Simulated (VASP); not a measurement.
**TiN (Osbornite): single point with PBE**

The system is TiN (Osbornite).

```
Ti N
1.0
     2.99672    0.00000    0.00000
     1.49836    2.59523    0.00000
     1.49836    0.86508    2.44681
Ti N
1 1
Direct
  0.00000 0.00000 0.00000
  0.50000 0.50000 0.50000
```

| Property | Result |
| --- | --- |
| Program | VASP 6.6.1 |
| Task | single point |
| Functional | PBE |
| Potentials or basis | VASP PAW PBE potentials, release 64 (Ti_sv, N) |
| Cutoff | 600 eV |
| k mesh | 9 × 9 × 9 |
| Occupations | methfessel-paxton, width 0.2 eV |
| Spin | no spin polarisation |
| Dipole correction | no |
| Further INCAR settings | ALGO = Normal; EDIFF = 1e-06; NBANDS = 16 |

```
Pressure : 2.1 GPa
```

Levels at points of the mesh, in eV from the Fermi level:
```tsv
k point	band 7	band 8	band 9	band 10	band 11	band 12
(0.00, 0.00, 0.00)	-1.97	-1.97	-0.55	-0.55	-0.55	0.65
```

It took 8 s on 1 thread of Intel Xeon 6975P-C, with other jobs on the host, peak memory 0.14 GiB.
